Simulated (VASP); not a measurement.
Here is a VASP 6.6.1 calculation.

The input INCAR:

```
PREC = Accurate
ENCUT = 500
EDIFF = 1E-6
ISMEAR = -1
SIGMA = 0.05
LREAL = False
LASPH = True
NELM = 120
ALGO = Normal
ISIF = 2
LWAVE = False
LCHARG = False
GGA = PE
NBANDS = 18
GGA_COMPAT = False
```

KPOINTS

```
regular mesh
0
Gamma
  16 16 16
```

File POSCAR:

```
Sc
1.0
   -2.2961485814      2.2961485814      1.3871955656
    2.2961485814     -2.2961485814      1.3871955656
    2.2961485814      2.2961485814     -1.3871955656
Sc
2
Direct
   -0.3750000000     -0.1250000000     -0.2500000000
    0.3750000000      0.1250000000      0.2500000000
```

Potentials or basis: VASP PAW PBE potentials, release 64 (Sc_sv).

Launch:

```console
$ cat potpaw_PBE.64/Sc_sv/POTCAR > POTCAR
$ mpirun -np 1 vasp_std > vasp.out
```

(1) Predict the band gap on the k mesh.

(2) Estimate the pressure.

Answers

(1) zero (bands 11 and 12 overlap by 2.49 eV).

(2) 51.9 GPa.

Caveat: the cell stands under pressure.
